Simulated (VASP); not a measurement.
A run of VASP 6.6.1 is set up as follows.

File INCAR:

```
SYSTEM = Li2CaO2
PREC = Accurate
ENCUT = 520
EDIFF = 1E-6
ISMEAR = 0
SIGMA = 0.02
LREAL = .FALSE.
LASPH = .TRUE.
NELM = 60
ALGO = Normal
ISIF = 2
LWAVE = .FALSE.
LCHARG = .FALSE.
GGA = PE
NBANDS = 22
```

Contents of KPOINTS:

```
regular mesh
0
G
  12 12 4
  0 0 0
```

The input POSCAR:

```
Li2CaO2
1.0
    3.3597039113      0.0000000000      0.0000000000
   -1.6798519557      2.9095889364      0.0000000000
    0.0000000000      0.0000000000      5.4717747976
Li Ca O
2 1 2
Direct
    0.3333333333      0.6666666667      0.8839502270
    0.6666666667      0.3333333333      0.1160497730
    0.0000000000      0.0000000000      0.5000000000
    0.3333333333      0.6666666667      0.2437330843
    0.6666666667      0.3333333333      0.7562669157
```

Potentials or basis: VASP PAW PBE potentials, release 64 (Li_sv, Ca_sv, O).

Command:

```console
$ cat potpaw_PBE.64/Li_sv/POTCAR potpaw_PBE.64/Ca_sv/POTCAR potpaw_PBE.64/O/POTCAR > POTCAR
$ mpirun -np 1 vasp_std > vasp.out
```

(1) Predict the largest force.

(2) Estimate the band gap on the k mesh.

## Answers

(1) 0.028 eV/Å.

(2) 4.65 eV (least direct gap 4.86 eV).
